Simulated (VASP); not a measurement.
A run of VASP 6.6.1:

The input INCAR:

```
PREC = Accurate
ENCUT = 600
EDIFF = 1E-6
ISMEAR = 0
SIGMA = 0.1
LREAL = False
LASPH = True
NELM = 100
ALGO = Normal
ISIF = 3
LWAVE = False
LCHARG = False
GGA = PE
IBRION = 2
NSW = 100
EDIFFG = -0.01
```

Contents of KPOINTS:

```
regular mesh
0
Gamma
  10 10 10
```

Contents of POSCAR:

```
Si4WC
1.0
    0.0000000000      3.3987511869      3.3987511869
    3.3987511869      0.0000000000      3.3987511869
    3.3987511869      3.3987511869      0.0000000000
Si W C
4 1 1
Direct
    0.3750000000      0.8750000000      0.3750000000
    0.3750000000      0.3750000000      0.8750000000
    0.3750000000      0.3750000000      0.3750000000
    0.8750000000      0.3750000000      0.3750000000
    0.0000000000      0.0000000000      0.0000000000
    0.7500000000      0.7500000000      0.7500000000
```

Potentials or basis: VASP PAW PBE potentials, release 64 (Si, W_sv, C).

The run is started by

```bash
$ cat potpaw_PBE.64/Si/POTCAR potpaw_PBE.64/W_sv/POTCAR potpaw_PBE.64/C/POTCAR > POTCAR
$ mpirun -np 1 vasp_std > vasp.out
```

Hardware: 1 thread of Intel Xeon 8259CL, on a shared host.

Problem. How long does it take, and how much memory?

Solution. Run time: 12 min on 1 thread of Intel Xeon 8259CL (shared host), peak memory 0.31 GiB. Counts: scf iterations 55, k points 47, ion steps 9.
